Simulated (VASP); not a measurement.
Co:

```xyz
2
Lattice="-2.1687 2.1687 1.1831 2.1687 -2.1687 1.1831 2.1687 2.1687 -1.1831" Properties=species:S:1:pos:R:3 pbc="T T T"
Co    0.0000    0.0000    0.0000
Co    0.0000    2.1687    0.5915
```

| Item | Value |
| --- | --- |
| Program | VASP 6.6.1 |
| Task | relaxation of cell and atoms |
| Functional | PBE |
| Potentials or basis | VASP PAW PBE potentials, release 64 (Co) |
| Cutoff | 600 eV |
| k mesh | 8 × 8 × 8 |
| Occupations | gaussian, width 0.1 eV |
| Spin | collinear spin, ferromagnetic start |
| Starting moments | [1.93, 1.93] μB |

At the start: pressure 15.8 GPa; volume 11.13 Å³/atom.

Q: Where does the relaxation end?

A: Over 6 steps the energy falls by 46.0 meV/atom and the volume is 12.03 Å³/atom (+8.1 %); space group I4_1/amd (No. 141, to 0.05 Å); moment 3.58 μB per cell.

Step by step:
```tsv
step	energy change (eV)	largest force (eV/Å)	pressure (GPa)	volume (Å³)
1	0.0000	0.0000	15.76	22.26
2	-0.0248	0.0000	-10.65	25.97
3	-0.0895	0.0000	-0.42	24.15
4	-0.0895	0.0000	-0.26	24.11
5	-0.0919	0.0000	-0.03	24.08
6	-0.0920	0.0000	0.28	24.06
```

Final structure:
```
Co
1.0
    -2.24526    2.24526    1.19341
     2.24526   -2.24526    1.19341
     2.24526    2.24526   -1.19341
Co
2
Direct
  0.00000 0.00000 0.00000
  0.75000 0.25000 0.50000
```

Caveat: the k points lie up to 0.37 Å⁻¹ apart in the final cell.
